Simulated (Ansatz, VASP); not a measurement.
# SiC in VASP and in Ansatz

INCAR

```
ALGO     = Normal         # electronic algorithm
EDIFF    = 1E-6           # SCF threshold, eV
ENCUT    = 520            # plane-wave cutoff, eV
GGA      = PS             # functional
ISIF     = 2              # what is computed and relaxed
ISMEAR   = 0              # smearing method
LASPH    = True           # aspherical terms in the spheres
LCHARG   = False          # write CHGCAR
LREAL    = False          # projectors in reciprocal space
LWAVE    = False          # write WAVECAR
NBANDS   = 16             # bands
NELM     = 100            # most SCF steps
PREC     = Accurate       # precision mode
SIGMA    = 0.01           # smearing width, eV
```

Contents of KPOINTS:

```
k-points
0
Gamma
  15 15 8
```

File POSCAR:

```
SiC
1.0
    3.0759807156      0.0000000000      0.0000000000
   -1.5379903578      2.6638774413      0.0000000000
    0.0000000000      0.0000000000      5.0478465815
Si C
2 2
Direct
    0.3333333333      0.6666666667     -0.0004100992
    0.6666666667      0.3333333333      0.4995899008
    0.3333333333      0.6666666667      0.3754100992
    0.6666666667      0.3333333333      0.8754100992
```

Input for Ansatz:

```yaml
crystal:
  lattice:
    - [3.0759807156, 0.0, 0.0]
    - [-1.5379903578, 2.6638774413, 0.0]
    - [0.0, 0.0, 5.0478465815]
  atoms:
    - { symbol: Si, position: [0.3333333333, 0.6666666667, -0.0004100992] }
    - { symbol: Si, position: [0.6666666667, 0.3333333333, 0.4995899008] }
    - { symbol: C, position: [0.3333333333, 0.6666666667, 0.3754100992] }
    - { symbol: C, position: [0.6666666667, 0.3333333333, 0.8754100992] }
basis:
  ecutwfc: 420
  xc_grid: 2
kpoints:
  mp_grid: { grid: [15, 15, 8] }
hamiltonian:
  xc: pbesol
  pseudopotentials: { kind: paw, azcp: { folder: soft_1 } }
scf:
  occupations: { method: fixed }
output:
  forces: true
  stress: true
  eigenvalues: true
  polarization: {}
```

Change from the starting cell: polar distortion scaled by 1.00.

Alike in both runs: task single point; functional PBEsol; k mesh 15 × 15 × 8; no spin polarisation.

|  | VASP | Ansatz |
| --- | --- | --- |
| version | VASP 6.6.1 | Ansatz 0.2.0 |
| potentials or method | VASP PAW PBE potentials, release 64 (Si, C), cutoff 520 eV | scalar-relativistic, plane waves, PAW |
| occupations | gaussian, width 0.01 eV | fixed |
| valence electrons in the cell | 16 | 16 |

```tsv
	VASP	Ansatz	Ansatz less VASP
gap on the k mesh at the Fermi level (eV)	2.11	2.13	+0.012
least direct gap on the mesh (eV)	3.86	3.87	+0.010
pressure (GPa)	0.3	0.0	-0.34
```

VASP's potentials were made for PBE, not for PBEsol, and Ansatz warns of the same on its side.
